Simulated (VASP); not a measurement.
# SrO (Fm-3m) in VASP: further runs

SrO is run at these levels: HSE06, PBE-based screened hybrid with 100 % exact exchange; tasks: single point.

Everything below comes from runs of VASP 6.6.1. Logs are shortened: lines on timing, memory, paths and dates and some standing lists are left out, and cuts for length are marked.

### Step 1. The cell of the first run

Symmetry: Fm-3m, No. 225, cubic system. The conventional cell has a = 5.160 Å, b = 5.160 Å, c = 5.160 Å, α = 90.00°, β = 90.00°, γ = 90.00°. Sr (site symmetry m-3m) has 6 O at 2.58 Å within 3.4 Å. O (site symmetry m-3m) has 6 Sr at 2.58 Å within 3.4 Å.

### Step 2. Single point, HSE06

The input, POSCAR:

```
SrO
1.0
    0.0000000000      2.5798923266      2.5798923266
    2.5798923266      0.0000000000      2.5798923266
    2.5798923266      2.5798923266      0.0000000000
Sr O
1 1
Direct
    0.0000000000      0.0000000000      0.0000000000
    0.5000000000      0.5000000000      0.5000000000
```

The input, INCAR.step1:

```
ALGO     = Normal         # electronic algorithm
EDIFF    = 1E-5           # SCF threshold, eV
ENCUT    = 520            # plane-wave cutoff, eV
GGA      = PE             # functional
ISIF     = 2              # what is computed and relaxed
ISMEAR   = 0              # smearing method
LASPH    = True           # aspherical terms in the spheres
LCHARG   = False          # write CHGCAR
LREAL    = False          # projectors in reciprocal space
LWAVE    = True           # write WAVECAR
NBANDS   = 15             # bands
NELM     = 100            # most SCF steps
PREC     = Accurate       # precision mode
SIGMA    = 0.01           # smearing width, eV
```

The input, INCAR.step2:

```
ALGO     = Normal         # electronic algorithm
EDIFF    = 1E-6           # SCF threshold, eV
ENCUT    = 520            # plane-wave cutoff, eV
GGA      = PE             # functional
HFSCREEN = 0.2079         # screening, 1/A
ISIF     = 2              # what is computed and relaxed
ISMEAR   = 0              # smearing method
ISTART   = 1            
LASPH    = True           # aspherical terms in the spheres
LCHARG   = False          # write CHGCAR
LHFCALC  = True           # exact exchange
LREAL    = False          # projectors in reciprocal space
LWAVE    = False          # write WAVECAR
NBANDS   = 15             # bands
NELM     = 100            # most SCF steps
PREC     = Accurate       # precision mode
PRECFOCK = Normal       
SIGMA    = 0.01           # smearing width, eV
```

The input, KPOINTS:

```
k-points
0
Gamma
  4 4 4
```

Potentials or basis: VASP PAW PBE potentials, release 64 (Sr_sv, O).

Launch:

```console
cat potpaw_PBE.64/Sr_sv/POTCAR potpaw_PBE.64/O/POTCAR > POTCAR
cp INCAR.step1 INCAR
mpirun -np 1 vasp_std > vasp.out
cp INCAR.step2 INCAR
mpirun -np 1 vasp_std > vasp.out
```

OUTCAR:

```text
EDIFF = 1E-6
   ENCUT = 520
   GGA = PE
   HFSCREEN = 0.2079
   ISIF = 2
   ISMEAR = 0
   ISTART = 1
   LASPH = True
   LHFCALC = True
   LREAL = False
   NELM = 100
   PREC = Accurate
   PRECFOCK = Normal

 ion  position               nearest neighbor table
   1  0.000  0.000  0.000-   2 2.58   2 2.58   2 2.58   2 2.58   2 2.58   2 2.58
   2  0.500  0.500  0.500-   1 2.58   1 2.58   1 2.58   1 2.58   1 2.58   1 2.58

  LATTYP: Found a face centered cubic cell.
 ALAT       =     5.1597846532

  Lattice vectors:

 A1 = (   0.0000000000,   2.5798923266,   2.5798923266)
 A2 = (   2.5798923266,   0.0000000000,   2.5798923266)
 A3 = (   2.5798923266,   2.5798923266,   0.0000000000)

Analysis of symmetry for initial positions (statically):
=====================================================================
 Subroutine PRICEL returns:
 Original cell was already a primitive cell.

 Routine SETGRP: Setting up the symmetry group for a
 face centered cubic supercell.

 Subroutine GETGRP returns: Found 48 space group operations
 (whereof 48 operations were pure point group operations)
 out of a pool of 48 trial point group operations.

The static configuration has the point symmetry O_h .

Analysis of symmetry for dynamics (positions and initial velocities):
=====================================================================
 Subroutine PRICEL returns:
 Original cell was already a primitive cell.

 Routine SETGRP: Setting up the symmetry group for a
 face centered cubic supercell.

 Subroutine GETGRP returns: Found 48 space group operations
 (whereof 48 operations were pure point group operations)
 out of a pool of 48 trial point group operations.

The dynamic configuration has the point symmetry O_h .

 Subroutine INISYM returns: Found 48 space group operations
 (whereof 48 operations are pure point group operations),
 and found     1 'primitive' translations

----------------------------------------------------------------------------------------

                                     Primitive cell

  volume of cell :      34.3427

  direct lattice vectors                    reciprocal lattice vectors
     0.000000000  2.579892327  2.579892327    -0.193806538  0.193806538  0.193806538
     2.579892327  0.000000000  2.579892327     0.193806538 -0.193806538  0.193806538
     2.579892327  2.579892327  0.000000000     0.193806538  0.193806538 -0.193806538

  length of vectors
[... 82 lines left out ...]
   IALGO  =     38    algorithm
   IMIX   =      1    mixing-type and parameters
     AMIX     =   0.40;   BMIX     =  1.00
     AMIX_MAG =   1.60;   BMIX_MAG =  1.00
  volume/ion in A,a.u.               =      17.17       115.88
  Fermi-wavevector in a.u.,A,eV,Ry     =   1.269122  2.398292 21.914492  1.610670
  Thomas-Fermi vector in A             =   2.402180
   LORBIT       =      0    0 simple, 1 ext, 2 COOP (PROOUT), +10 PAW based schemes
   GGA     = PE    functional components
   LHFCALC =     T    Hartree Fock is set to
   PRECFOCK=normal    Normal, Fast or Accurate (Low or Medium for compatibility)
   ENCUT4O =  -1.0   cutoff for four orbital integrals eV
   NKREDX  =     1    reduce k-point grid by
   NKREDY  =     1    reduce k-point grid by
   NKREDZ  =     1    reduce k-point grid by
   AEXX    =    0.2500 exact exchange contribution
   HFSCREEN=    0.2079 screening length (either q_TF or 0.3 A-1)
   HFSCREENC=   0.2079 screening length for correlation (either q_TF or 0.3 A-1)
   ENCUTFOCK=  -1.0 apply spherical cutoff to Coloumb kernel
   IVDW    =     0    specifies the selected vdW correction
   LEPSILON=     F    determine dielectric tensor
   LRPA    =     F    only Hartree local field effects (RPA)
 non-spin polarized calculation
 Gauss-broadening in eV      SIGMA  =   0.01
  energy-cutoff  :      520.00
  volume of cell :       34.34
 maximum number of plane-waves:       941
  NGX = 24; NGY = 24; NGZ = 24

 number of electron      15.9999998 magnetization

 Free energy of the ion-electron system (eV)
  ---------------------------------------------------
  ext. energy  EPLUGINS =         0.00000000
  ---------------------------------------------------
  free energy    TOTEN  =       -14.18159521 eV

  energy without entropy =      -14.18159521  energy(sigma->0) =      -14.18159521

 E-fermi :   0.6458     XC(G=0):  -8.2256

 val. band max:        0.5536963835   @ k =   0.0000   0.0000   0.0000
 cond. band min:       5.2967282474   @ k =   0.5000   0.5000   0.0000
 fundamental gap:      4.7430318639
 Fermi energy:         0.6458363419

 k-point     1 :       0.0000    0.0000    0.0000
  band No.  band energies     occupation
      1     -33.8166      2.00000
      2     -15.9939      2.00000
      3     -14.1767      2.00000
      4     -14.1767      2.00000
      5     -14.1767      2.00000
      6       0.5537      2.00000
      7       0.5537      2.00000
      8       0.5537      2.00000
      9       5.9430      0.00000
     10       8.3971      0.00000
     11       8.3971      0.00000
     12       8.3971      0.00000
     13      10.6241      0.00000
     14      10.6241      0.00000
[... 113 lines left out ...]
      2     -16.5107      2.00000
      3     -14.8658      2.00000
      4     -14.8658      2.00000
      5     -13.7397      2.00000
      6      -0.6298      2.00000
      7       0.0812      2.00000
      8       0.0812      2.00000
      9       8.1566      0.00000
     10       8.1566      0.00000
     11      10.8985      0.00000
     12      13.5502      0.00000
     13      13.8027      0.00000
     14      15.0883      0.00000
     15      17.0405      0.00000

------------------------ aborting loop because EDIFF is reached ----------------------------------------

  FORCE on cell =-STRESS in cart. coord.  units (eV):
  Direction    XX          YY          ZZ          XY          YZ          ZX
  --------------------------------------------------------------------------------------
  -------------------------------------------------------------------------------------
  Total        0.0448636      0.0448636      0.0448636     -0.0000000     -0.0000000      0.0000000
  in kB        2.0930043      2.0930043      2.0930043     -0.0000000     -0.0000000      0.0000000
  external PRESSURE =       2.0930043 kB  Pullay stress =       0.0000000 kB

 VOLUME and BASIS-vectors are now :
 -----------------------------------------------------------------------------
  energy-cutoff  :      520.00
  volume of cell :       34.34
      direct lattice vectors                 reciprocal lattice vectors
     0.000000000  2.579892327  2.579892327    -0.193806538  0.193806538  0.193806538
     2.579892327  0.000000000  2.579892327     0.193806538 -0.193806538  0.193806538
     2.579892327  2.579892327  0.000000000     0.193806538  0.193806538 -0.193806538

 POSITION                                       TOTAL-FORCE (eV/Angst)
 -----------------------------------------------------------------------------------
      0.00000      0.00000      0.00000        -0.000000      0.000000      0.000000
      2.57989      2.57989      2.57989         0.000000     -0.000000     -0.000000
 -----------------------------------------------------------------------------------
    total drift:                               -0.000000     -0.000000     -0.000000

  FREE ENERGIE OF THE ION-ELECTRON SYSTEM (eV)
  ---------------------------------------------------
  free  energy   TOTEN  =       -14.1815952131 eV

  energy  without entropy=      -14.1815952131  energy(sigma->0) =      -14.18159521
```

It took 5.5 min on 1 thread of Intel Xeon Platinum 8259CL at 2.50GHz (Skylake/Cascade Lake), shared host; peak memory 0.27 GiB.

Results:

* Free energy: -14.1816 eV
* Pressure: 0.2 GPa
* Band gap on the k mesh: 4.74 eV (least direct gap 4.85 eV)

Caveat: the k points lie up to 0.53 Å⁻¹ apart; the PAW data sets were made with another functional, which shifts forces and pressure a little. A k mesh can miss the band edges.

### Step 3. Single point, PBE-based screened hybrid with 100 % exact exchange

POSCAR is that of step 2.

The input, INCAR.step1:

```
SYSTEM = SrO
ALGO     = Normal         ! electronic algorithm
EDIFF    = 1E-5           ! SCF threshold, eV
ENCUT    = 520            ! plane-wave cutoff, eV
GGA      = PE             ! functional
ISIF     = 2              ! what is computed and relaxed
ISMEAR   = 0              ! smearing method
LASPH    = .True.         ! aspherical terms in the spheres
LCHARG   = .False.        ! write CHGCAR
LREAL    = .False.        ! projectors in reciprocal space
LWAVE    = .True.         ! write WAVECAR
NBANDS   = 15             ! bands
NELM     = 100            ! most SCF steps
PREC     = Accurate       ! precision mode
SIGMA    = 0.01           ! smearing width, eV
```

The input, INCAR.step2:

```
SYSTEM = SrO
AEXX     = 1.0            ! exact-exchange fraction
AGGAC    = 1.0          
ALDAC    = 1.0          
ALGO     = Normal         ! electronic algorithm
EDIFF    = 1E-7           ! SCF threshold, eV
ENCUT    = 520            ! plane-wave cutoff, eV
GGA      = PE             ! functional
HFSCREEN = 0.2078         ! screening, 1/A
ISIF     = 2              ! what is computed and relaxed
ISMEAR   = 0              ! smearing method
ISTART   = 1            
LASPH    = .True.         ! aspherical terms in the spheres
LCHARG   = .False.        ! write CHGCAR
LHFCALC  = .True.         ! exact exchange
LREAL    = .False.        ! projectors in reciprocal space
LWAVE    = .False.        ! write WAVECAR
NBANDS   = 15             ! bands
NELM     = 100            ! most SCF steps
PREC     = Accurate       ! precision mode
PRECFOCK = Normal       
SIGMA    = 0.01           ! smearing width, eV
```

The input, KPOINTS:

```
k-points
0
Gamma
  4 4 4
  0 0 0
```

Potentials or basis: VASP PAW PBE potentials, release 64 (Sr_sv, O).

Launch:

```console
cat potpaw_PBE.64/Sr_sv/POTCAR potpaw_PBE.64/O/POTCAR > POTCAR
cp INCAR.step1 INCAR
mpirun -np 1 vasp_std > vasp.out
cp INCAR.step2 INCAR
mpirun -np 1 vasp_std > vasp.out
```

Wall time 10 min (1 thread of Intel Xeon Platinum 8259CL at 2.50GHz (Skylake/Cascade Lake), shared host); peak memory 0.26 GiB.

It converged, with:

```yaml
Free_energy: -21.1570 eV
Pressure: -6.0 GPa
Band_gap_on_the_k_mesh: 9.67 eV (least direct gap 9.78 eV)
```

Levels at points of the mesh, in eV from the valence-band top:
| k point | band 6 | band 7 | band 8 | band 9 | band 10 | band 11 |
| --- | --- | --- | --- | --- | --- | --- |
| (0.00, 0.00, 0.00) | 0.00 | 0.00 | 0.00 | 10.35 | 13.27 | 13.27 |
| (0.50, 0.00, 0.00) | -2.36 | -1.26 | -1.26 | 13.58 | 14.89 | 16.61 |
| (0.50, 0.50, 0.00) | -0.53 | -0.12 | -0.12 | 9.67 | 15.21 | 17.59 |

Caveat: the k points lie up to 0.53 Å⁻¹ apart; the PAW data sets were made with another functional, which shifts forces and pressure a little. A k mesh can miss the band edges.
